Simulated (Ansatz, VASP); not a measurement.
## Two plane-wave programs on NaCl

```
CELL_PARAMETERS angstrom
0.00000 2.80175 2.80175
2.80175 0.00000 2.80175
2.80175 2.80175 0.00000
ATOMIC_POSITIONS crystal
Na 0.00000 0.00000 0.00000
Cl 0.50000 0.50000 0.50000
```

Alike in both runs: task single point; functional PBE; dispersion D3(BJ); k mesh 6 × 6 × 6; occupations gaussian, width 0.1 eV; no spin polarisation.

|  | VASP | Ansatz |
| --- | --- | --- |
| version | VASP 6.6.1 | Ansatz 0.2.0 |
| potentials or method | VASP PAW PBE potentials, release 64 (Na_pv, Cl), cutoff 500 eV | scalar-relativistic, plane waves, PAW |
| valence electrons in the cell | 14 | 16 |

|  | VASP | Ansatz | Ansatz less VASP |
| --- | --- | --- | --- |
| gap on the k mesh at the Fermi level (eV) | 5.18 | 5.18 | +0.001 |
| least direct gap on the mesh (eV) | 5.18 | 5.18 | +0.001 |
| pressure (GPa) | -0.4 | -0.4 | +0.05 |

VASP's potentials hold 14 valence electrons a cell and Ansatz's 16, so a difference there can come from the potentials and not from the codes.
